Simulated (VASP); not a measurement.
# CdTe (I-4m2) in VASP: notebook

CdTe is run at these levels: PBE; tasks: single point.

Everything below comes from runs of VASP 6.6.1. Logs are shortened: lines on timing, memory, paths and dates and some standing lists are left out, and cuts for length are marked.

**1. The cell of the first run**

Symmetry: I-4m2, No. 119, tetragonal system. The conventional cell has a = 4.639 Å, b = 4.639 Å, c = 6.429 Å, α = 90.00°, β = 90.00°, γ = 90.00°. Cd (site symmetry -4m2) has 4 Te at 2.82 Å within 3.7 Å. Te (site symmetry -4m2) has 4 Cd at 2.82 Å within 3.7 Å.

**2. Single point, PBE (uniaxial z strain -2.0%)**

File INCAR:

```
SYSTEM = CdTe
  ALGO = Normal
  EDIFF = 1E-6
  ENCUT = 520
  GGA = PE
  ISIF = 2
  ISMEAR = 0
  LASPH = .True.
  LCHARG = .False.
  LREAL = .False.
  LWAVE = .False.
  NBANDS = 16
  NELM = 100
  PREC = Accurate
  SIGMA = 0.01
```

File KPOINTS:

```
k-points
0
Gamma
  4 4 4
  0 0 0
```

File POSCAR:

```
CdTe
1.0
    0.0000000000      3.2799551162      3.2143560138
    3.2799551162      0.0000000000      3.2143560138
    3.2799551162      3.2799551162      0.0000000000
Cd Te
1 1
Direct
    0.0000000000      0.0000000000      0.0000000000
    0.2500000000      0.2500000000      0.2500000000
```

Potentials or basis: VASP PAW PBE potentials, release 64 (Cd, Te).

The run is started by

```sh
$ cat potpaw_PBE.64/Cd/POTCAR potpaw_PBE.64/Te/POTCAR > POTCAR
$ mpirun -np 1 vasp_std > vasp.out
```

OUTCAR:

```text
SYSTEM = CdTe
   EDIFF = 1E-6
   ENCUT = 520
   GGA = PE
   ISIF = 2
   ISMEAR = 0
   LASPH = .True.
   LREAL = .False.
   NELM = 100
   PREC = Accurate

 ion  position               nearest neighbor table
   1  0.000  0.000  0.000-   2 2.82   2 2.82   2 2.82   2 2.82
   2  0.250  0.250  0.250-   1 2.82   1 2.82   1 2.82   1 2.82

  LATTYP: Found a body centered tetragonal cell.
 ALAT       =     4.6385570093
 C/A-ratio  =     1.3859292911

  Lattice vectors:

 A1 = (   0.0000000000,  -3.2799551162,  -3.2143560138)
 A2 = (   0.0000000000,   3.2799551162,  -3.2143560138)
 A3 = (   3.2799551162,   0.0000000000,   3.2143560138)

Analysis of symmetry for initial positions (statically):
=====================================================================
 Subroutine PRICEL returns:
 Original cell was already a primitive cell.

 Routine SETGRP: Setting up the symmetry group for a
 body centered tetragonal supercell.

 Subroutine GETGRP returns: Found  8 space group operations
 (whereof  8 operations were pure point group operations)
 out of a pool of 16 trial point group operations.

The static configuration has the point symmetry D_2d.

Analysis of symmetry for dynamics (positions and initial velocities):
=====================================================================
 Subroutine PRICEL returns:
 Original cell was already a primitive cell.

 Routine SETGRP: Setting up the symmetry group for a
 body centered tetragonal supercell.

 Subroutine GETGRP returns: Found  8 space group operations
 (whereof  8 operations were pure point group operations)
 out of a pool of 16 trial point group operations.

The dynamic configuration has the point symmetry D_2d.

 Subroutine INISYM returns: Found  8 space group operations
 (whereof  8 operations are pure point group operations),
 and found     1 'primitive' translations

----------------------------------------------------------------------------------------

                                     Primitive cell

  volume of cell :      69.1608

  direct lattice vectors                    reciprocal lattice vectors
     0.000000000  3.279955116  3.214356014    -0.152441110  0.152441110  0.155552153
     3.279955116  0.000000000  3.214356014     0.152441110 -0.152441110  0.155552153
     3.279955116  3.279955116  0.000000000     0.152441110  0.152441110 -0.155552153

  length of vectors
     4.592405704  4.592405704  4.638557009     0.265844046  0.265844046  0.265844046

  position of ions in fractional coordinates (direct lattice)
     0.000000000  0.000000000  0.000000000
     0.250000000  0.250000000  0.250000000

  ion indices of the primitive-cell ions
   primitive index   ion index
                 1           1
                 2           2

----------------------------------------------------------------------------------------

 KPOINTS: k-points

Automatic generation of k-mesh.
 Grid dimensions read from file:
 generate k-points for:    4    4    4

 Generating k-lattice:

  Cartesian coordinates                     Fractional coordinates (reciprocal lattice)
    -0.038110278  0.038110278  0.038888038     0.250000000  0.000000000  0.000000000
     0.038110278 -0.038110278  0.038888038     0.000000000  0.250000000  0.000000000
     0.038110278  0.038110278 -0.038888038     0.000000000  0.000000000  0.250000000

  Length of vectors
     0.066461011  0.066461011  0.066461011

  Shift w.r.t. Gamma in fractional coordinates (k-lattice)
     0.000000000  0.000000000  0.000000000

 Subroutine IBZKPT returns following result:
 ===========================================

 Found     13 irreducible k-points:

 Following reciprocal coordinates:
            Coordinates               Weight
  0.000000  0.000000  0.000000      1.000000
  0.250000 -0.000000  0.000000      8.000000
  0.500000 -0.000000  0.000000      4.000000
  0.250000  0.250000  0.000000      2.000000
  0.500000  0.250000  0.000000      8.000000
 -0.250000  0.250000  0.000000      4.000000
  0.500000  0.500000  0.000000      1.000000
  0.250000  0.000000  0.250000      4.000000
  0.500000 -0.000000  0.250000     16.000000
 -0.250000  0.000000  0.250000      8.000000
 -0.250000  0.500000  0.250000      4.000000
  0.500000  0.000000  0.500000      2.000000
 -0.250000  0.250000  0.500000      2.000000
   k-points           NKPTS =     13   k-points in BZ     NKDIM =     13   number of bands    NBANDS=     16
   number of dos      NEDOS =    301   number of ions     NIONS =      2
   total plane-waves  NPLWV =  46656
   dimension x,y,z NGX =    36 NGY =   36 NGZ =   36
   dimension x,y,z NGXF=    72 NGYF=   72 NGZF=   72
   ions per type =               1   1
   NGX,Y,Z   is equivalent  to a cutoff of  13.03, 13.03, 12.90 a.u.
   NGXF,Y,Z  is equivalent  to a cutoff of  26.06, 26.06, 25.80 a.u.
 SYSTEM =  CdTe
   PREC   = accura    normal or accurate (medium, high low for compatibility)
   ISTART =      0    job   : 0-new  1-cont  2-samecut
   ICHARG =      2    charge: 1-file 2-atom 10-const
   ISPIN  =      1    spin polarized calculation?
   LNONCOLLINEAR =      F non collinear calculations
   LSORBIT =      F    spin-orbit coupling
   LASPH  =      T    aspherical Exc in radial PAW
   ENCUT  =  520.0 eV  38.22 Ry    6.18 a.u.   8.54  8.54  8.62*2*pi/ulx,y,z
   NELM   =    100;   NELMIN=  2; NELMDL= -5     # of ELM steps
   EDIFF  = 0.1E-05   stopping-criterion for ELM
   LREAL  =      F    real-space projection
   EDIFFG = 0.1E-04   stopping-criterion for IOM
   NSW    =      0    number of steps for IOM
   IBRION =     -1    ionic relax: 0-MD 1-quasi-New 2-CG
   NFREE  =      0    steps in history (QN), initial steepest desc. (CG)
   ISIF   =      2    stress and relaxation
   ISYM   =      2    0-nonsym 1-usesym 2-fastsym
   POTIM  = 0.5000    time-step for ionic-motion
   TEBEG  =    0.0;   TEEND  =   0.0 temperature during run
   PSTRESS=    0.0 pullay stress
   NELECT =      18.0000    total number of electrons
   NUPDOWN=      -1.0000    fix difference up-down
   EMIN   =  10.00;   EMAX   =-10.00  energy-range for DOS
   EFERMI =   0.00;   METHOD = LEGACY
   ISMEAR =     0;   SIGMA  =   0.01  broadening in eV -4-tet -1-fermi 0-gaus
   EFERMI_NEDOS =   21; number of points for ismear=-14 and -15
   IALGO  =     38    algorithm
   IMIX   =      4    mixing-type and parameters
     AMIX     =   0.40;   BMIX     =  1.00
     AMIX_MAG =   1.60;   BMIX_MAG =  1.00
  volume/ion in A,a.u.               =      34.58       233.36
  Fermi-wavevector in a.u.,A,eV,Ry     =   1.045231  1.975201 14.864480  1.092508
  Thomas-Fermi vector in A             =   2.180018
   LORBIT       =      0    0 simple, 1 ext, 2 COOP (PROOUT), +10 PAW based schemes
   GGA     = PE    functional components
   LHFCALC =     F    Hartree Fock is set to
   AEXX    =    0.0000 exact exchange contribution
   IVDW    =     0    specifies the selected vdW correction
   LEPSILON=     F    determine dielectric tensor
   LRPA    =     F    only Hartree local field effects (RPA)
 non-spin polarized calculation
 Gauss-broadening in eV      SIGMA  =   0.01
  energy-cutoff  :      520.00
  volume of cell :       69.16
 maximum number of plane-waves:      1883
 NGX is ok and might be reduce to    36
   NGX = 17   NGY = 17   NGZ = 17

 number of electron      18.0000001 magnetization

 Free energy of the ion-electron system (eV)
  ---------------------------------------------------
  ext. energy  EPLUGINS =         0.00000000
  ---------------------------------------------------
  free energy    TOTEN  =        -4.72975021 eV

  energy without entropy =       -4.72975021  energy(sigma->0) =       -4.72975021

 E-fermi :   2.3598     XC(G=0):  -8.4999

 val. band max:        2.2698462879   @ k =   0.0000   0.0000   0.0000
 cond. band min:       2.9360421781   @ k =   0.0000   0.0000   0.0000
 fundamental gap:      0.6661958902
 Fermi energy:         2.3598173415

 k-point     1 :       0.0000    0.0000    0.0000
  band No.  band energies     occupation
      1      -8.8484      2.00000
      2      -6.0362      2.00000
      3      -6.0362      2.00000
      4      -6.0313      2.00000
      5      -5.7898      2.00000
      6      -5.7871      2.00000
[... 8 lines left out ...]
     15      11.4058      0.00000
     16      11.6691      0.00000

 k-point     2 :       0.2500   -0.0000    0.0000
  band No.  band energies     occupation
      1      -8.6561      2.00000
      2      -6.0027      2.00000
      3      -5.9988      2.00000
      4      -5.8404      2.00000
      5      -5.7887      2.00000
      6      -5.7880      2.00000
[... 8 lines left out ...]
     15      10.6187      0.00000
     16      10.7288      0.00000

 k-point     3 :       0.5000   -0.0000    0.0000
  band No.  band energies     occupation
      1      -8.4675      2.00000
      2      -5.9774      2.00000
      3      -5.9720      2.00000
      4      -5.7819      2.00000
      5      -5.7778      2.00000
      6      -5.4442      2.00000
[... 8 lines left out ...]
     15      12.4206      0.00000
     16      12.5519      0.00000

 k-point     4 :       0.2500    0.2500    0.0000
  band No.  band energies     occupation
      1      -8.5899      2.00000
      2      -5.9627      2.00000
      3      -5.9627      2.00000
      4      -5.8820      2.00000
      5      -5.7738      2.00000
      6      -5.7453      2.00000
[... 8 lines left out ...]
     15      11.9607      0.00000
     16      12.8985      0.00000
[... 115 lines left out ...]
 k-point    11 :      -0.2500    0.5000    0.2500
  band No.  band energies     occupation
      1      -8.3524      2.00000
      2      -5.9211      2.00000
      3      -5.9103      2.00000
      4      -5.8166      2.00000
      5      -5.7877      2.00000
      6      -5.2279      2.00000
[... 8 lines left out ...]
     15      13.3274      0.00000
     16      13.5068      0.00000

 k-point    12 :       0.5000    0.0000    0.5000
  band No.  band energies     occupation
      1      -8.3545      2.00000
      2      -5.8855      2.00000
      3      -5.8832      2.00000
      4      -5.8740      2.00000
      5      -5.7601      2.00000
      6      -5.3194      2.00000
[... 8 lines left out ...]
     15      12.9835      0.00000
     16      13.6750      0.00000

 k-point    13 :      -0.2500    0.2500    0.5000
  band No.  band energies     occupation
      1      -8.3564      2.00000
      2      -5.9172      2.00000
      3      -5.9136      2.00000
      4      -5.8150      2.00000
      5      -5.7873      2.00000
      6      -5.2391      2.00000
[... 8 lines left out ...]
     15      13.0940      0.00000
     16      13.4052      0.00000

------------------------ aborting loop because EDIFF is reached ----------------------------------------

  FORCE on cell =-STRESS in cart. coord.  units (eV):
  Direction    XX          YY          ZZ          XY          YZ          ZX
  --------------------------------------------------------------------------------------
  -------------------------------------------------------------------------------------
  Total        0.8989555      0.8989555      1.0258344      0.0000000      0.0000000      0.0000000
  in kB       20.8251921     20.8251921     23.7644659      0.0000000      0.0000000      0.0000000
  external PRESSURE =      21.8049500 kB  Pullay stress =       0.0000000 kB

 VOLUME and BASIS-vectors are now :
 -----------------------------------------------------------------------------
  energy-cutoff  :      520.00
  volume of cell :       69.16
      direct lattice vectors                 reciprocal lattice vectors
     0.000000000  3.279955116  3.214356014    -0.152441110  0.152441110  0.155552153
     3.279955116  0.000000000  3.214356014     0.152441110 -0.152441110  0.155552153
     3.279955116  3.279955116  0.000000000     0.152441110  0.152441110 -0.155552153

 POSITION                                       TOTAL-FORCE (eV/Angst)
 -----------------------------------------------------------------------------------
      0.00000      0.00000      0.00000        -0.000000     -0.000000      0.000000
      1.63998      1.63998      1.60718         0.000000      0.000000      0.000000
 -----------------------------------------------------------------------------------
    total drift:                               -0.000000     -0.000000      0.000000

  FREE ENERGIE OF THE ION-ELECTRON SYSTEM (eV)
  ---------------------------------------------------
  free  energy   TOTEN  =        -4.7297502058 eV

  energy  without entropy=       -4.7297502058  energy(sigma->0) =       -4.72975021
```

It took 8.1 s on 1 thread of Intel Xeon 6975P-C (Granite Rapids), shared host; peak memory 0.2 GiB.

What came out:

```
Free energy            : -4.7298 eV
Pressure               : 2.2 GPa
Band gap on the k mesh : 0.67 eV, direct
```

Levels at points of the mesh, in eV from the valence-band top:
| k point | band 7 | band 8 | band 9 | band 10 | band 11 | band 12 |
| --- | --- | --- | --- | --- | --- | --- |
| (0.00, 0.00, 0.00) | -0.06 | -0.06 | 0.00 | 0.67 | 4.55 | 4.56 |
| (0.50, 0.00, 0.00) | -4.39 | -0.84 | -0.75 | 1.74 | 5.08 | 5.20 |
| (0.50, 0.50, 0.00) | -4.22 | -1.91 | -1.91 | 2.52 | 2.54 | 8.81 |
| (0.50, 0.00, 0.50) | -4.32 | -1.84 | -1.81 | 2.61 | 2.67 | 8.66 |

Caveat: the cell differs from its parent crystal (uniaxial z strain -2.0%); spin-orbit coupling is left out, which moves the levels of the heavy elements.

**3. Single point, PBE (uniaxial z strain -1.0%)**

File INCAR:

```
PREC = Accurate ; ENCUT = 520
EDIFF = 1E-7 ; ISMEAR = 0
SIGMA = 0.01 ; LREAL = False
LASPH = True ; NELM = 60
ALGO = Normal ; ISIF = 2
LWAVE = False ; LCHARG = False
GGA = PE ; NBANDS = 16
```

File KPOINTS:

```
Automatic mesh
0
Gamma
  4 4 4
```

File POSCAR:

```
CdTe
1.0
    0.0000000000      3.2799551162      3.2471555650
    3.2799551162      0.0000000000      3.2471555650
    3.2799551162      3.2799551162      0.0000000000
Cd Te
1 1
Direct
    0.0000000000      0.0000000000      0.0000000000
    0.2500000000      0.2500000000      0.2500000000
```

Potentials or basis: VASP PAW PBE potentials, release 64 (Cd, Te).

The run is started by

```sh
$ cat potpaw_PBE.64/Cd/POTCAR potpaw_PBE.64/Te/POTCAR > POTCAR
$ mpirun -np 1 vasp_std > vasp.out
```

Wall time 9.2 s (1 thread of Intel Xeon 6975P-C (Granite Rapids), shared host); peak memory 0.2 GiB.

It converged, with:

| Quantity | Value |
| --- | --- |
| Free energy | -4.7390 eV |
| Pressure | 1.7 GPa |
| Band gap on the k mesh | 0.66 eV, direct |

Stress tensor (GPa, compression positive):
```
1.68 0.00 0.00
0.00 1.68 0.00
0.00 0.00 1.83
```

Levels at points of the mesh, in eV from the valence-band top:
```csv
k point,band 6,band 7,band 8,band 9,band 10,band 11,band 12,band 13
"(0.00, 0.00, 0.00)",-8.01,-0.03,-0.03,0.00,0.66,4.58,4.58,4.58
"(0.50, 0.00, 0.00)",-7.68,-4.31,-0.78,-0.74,1.76,5.13,5.19,7.03
"(0.50, 0.50, 0.00)",-7.53,-4.18,-1.83,-1.83,2.59,2.60,8.73,8.96
"(0.50, 0.00, 0.50)",-7.55,-4.23,-1.79,-1.78,2.64,2.66,8.66,8.93
```

Caveat: the cell differs from its parent crystal (uniaxial z strain -1.0%); spin-orbit coupling is left out, which moves the levels of the heavy elements.

[end of part 1 of 2]
